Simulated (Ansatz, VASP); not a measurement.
## Si3N4 in VASP and in Ansatz

```xyz
14
Lattice="7.6272 0.0000 0.0000 -3.8136 6.6053 0.0000 0.0000 0.0000 2.9182" Properties=species:S:1:pos:R:3 pbc="T T T"
Si   -1.6003    5.0742    0.7296
Si    2.4327    1.1512    2.1886
Si    0.2194    2.6824    0.7296
Si    5.4139    1.5312    2.1886
Si    1.3809    5.4542    0.7296
Si    3.5942    3.9230    2.1886
N     0.0000    4.4036    0.7296
N     3.8136    2.2018    2.1886
N     2.3999    0.1994    0.7296
N     1.0272    2.1781    2.1886
N     6.2545    1.9786    0.7296
N     1.4137    6.4059    2.1886
N     2.7864    4.4273    0.7296
N    -2.4409    4.6267    2.1886
```

Alike in both runs: task electric field gradients; functional r2SCAN; k mesh 4 × 4 × 9; occupations fermi-dirac, width 0.02 eV; no spin polarisation.

|  | VASP | Ansatz |
| --- | --- | --- |
| version | VASP 6.6.1 | Ansatz 0.2.0 |
| potentials or method | VASP PAW PBE potentials, release 64 (Si, N) | plane-wave PAW, scalar-relativistic |
| plane-wave cutoff (eV) | 520 | 500 |
| valence electrons in the cell | 64 | 64 |

```csv
,VASP,Ansatz,Ansatz less VASP
gap on the k mesh at the Fermi level (eV),4.95,4.96,+0.007
pressure (GPa),-2.9,-2.7,+0.16
"traceless stress, the component that is largest in VASP (GPa)",-0.67,-0.63,+0.040
rms of the force components (eV/Å),0.027,0.026,-0.0001
size of Vzz on the site where it differs most (V/Å²),47.4,50.5,+3.09
```

VASP's potentials were made for PBE, not for r2SCAN. Atom by atom the forces differ by 0.001 eV/Å (rms over components).
